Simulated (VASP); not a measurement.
A run of VASP 6.6.1 is set up as follows.

Contents of INCAR:

```
SYSTEM = MgO
PREC = Accurate
ENCUT = 600
EDIFF = 1E-6
ISMEAR = 0
SIGMA = 0.05
LREAL = .FALSE.
LASPH = .TRUE.
NELM = 120
ALGO = Normal
ISIF = 2
LWAVE = .FALSE.
LCHARG = .TRUE.
GGA = PE
LELF = .TRUE.
LVHAR = .TRUE.
NBANDS = 11
GGA_COMPAT = .FALSE.
```

The input KPOINTS:

```
regular mesh
0
G
  8 8 8
  0 0 0
```

Contents of POSCAR:

```
MgO
1.0
    0.0000000000      2.1085000000      2.1085000000
    2.1085000000      0.0000000000      2.1085000000
    2.1085000000      2.1085000000      0.0000000000
Mg O
1 1
Direct
    0.0000000000      0.0000000000      0.0000000000
    0.5000000000      0.5000000000      0.5000000000
```

Potentials or basis: VASP PAW PBE potentials, release 64 (Mg, O).

Launch:

```bash
$ cat potpaw_PBE.64/Mg/POTCAR potpaw_PBE.64/O/POTCAR > POTCAR
$ mpirun -np 1 vasp_std > vasp.out
```

Problem. What does it give for the band gap on the k mesh?

Solution. 4.69 eV, direct.

Problem. What does it give for the pressure?

Solution. 3.1 GPa.

A hybrid or GW would open this gap; PBE tends to underestimate it.
